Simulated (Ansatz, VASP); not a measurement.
WS2 in VASP and in Ansatz

The input INCAR:

```
PREC = Accurate ; ENCUT = 520
EDIFF = 1E-6 ; ISMEAR = 0
SIGMA = 0.05 ; LREAL = F
LASPH = T ; NELM = 60
ALGO = Normal ; ISIF = 2
LWAVE = F ; LCHARG = T
GGA = PS ; LELF = T
LVHAR = T ; NBANDS = 35
```

KPOINTS

```
Automatic mesh
0
Gamma
  12 12 2
```

POSCAR

```
WS2
1.0
    3.1461313781      0.0000000000      0.0000000000
   -1.5730656891      2.7246296971      0.0000000000
    0.0000000000      0.0000000000     12.6917314098
W S
2 4
Direct
    0.3333333333      0.6666666667      0.2500000000
    0.6666666667      0.3333333333      0.7500000000
    0.3381010935      0.6666666667      0.6264891170
    0.6714344269      0.3333333333      0.1264891170
    0.3285655731      0.6666666667      0.8735108830
    0.6618989065      0.3333333333      0.3735108830
```

Input for Ansatz:

```yaml
crystal:
  lattice:
    - [3.1461313781, 0.0, 0.0]
    - [-1.5730656891, 2.7246296971, 0.0]
    - [0.0, 0.0, 12.6917314098]
  atoms:
    - { symbol: W, position: [0.3333333333, 0.6666666667, 0.25] }
    - { symbol: W, position: [0.6666666667, 0.3333333333, 0.75] }
    - { symbol: S, position: [0.3381010935, 0.6666666667, 0.626489117] }
    - { symbol: S, position: [0.6714344269, 0.3333333333, 0.126489117] }
    - { symbol: S, position: [0.3285655731, 0.6666666667, 0.873510883] }
    - { symbol: S, position: [0.6618989065, 0.3333333333, 0.373510883] }
basis:
  ecutwfc: 420
kpoints:
  mp_grid: { grid: [12, 12, 2] }
hamiltonian:
  xc: pbesol
scf:
  occupations: { method: gaussian, width: 0.05 }
output:
  forces: true
  stress: true
  eigenvalues: true
```

Change from the starting cell: mode 9 (295.6 1/cm) frozen in, largest displacement +0.015 Å.

Alike in both runs: task single point; functional PBEsol; k mesh 12 × 12 × 2; occupations gaussian, width 0.05 eV; no spin polarisation.

|  | VASP | Ansatz |
| --- | --- | --- |
| version | VASP 6.6.1 | Ansatz 0.2.0 |
| potentials or method | VASP PAW PBE potentials, release 64 (W_sv, S), cutoff 520 eV | scalar-relativistic, plane waves, PAW |
| valence electrons in the cell | 52 | 52 |

|  | VASP | Ansatz | Ansatz less VASP |
| --- | --- | --- | --- |
| gap on the k mesh at the Fermi level (eV) | 1.11 | 1.10 | -0.015 |
| least direct gap on the mesh (eV) | 1.87 | 1.86 | -0.004 |
| pressure (GPa) | 0.1 | 0.0 | -0.12 |
| traceless stress, the component that is largest in VASP (GPa) | 1.39 | 1.39 | -0.003 |
| rms of the force components (eV/Å) | 0.074 | 0.073 | -0.0010 |

VASP's potentials were made for PBE, not for PBEsol. Atom by atom the forces differ by 0.010 eV/Å (rms over components). With one functional, cell and mesh, what is left measures potentials, basis and numerics.

Spin-orbit coupling is off throughout.
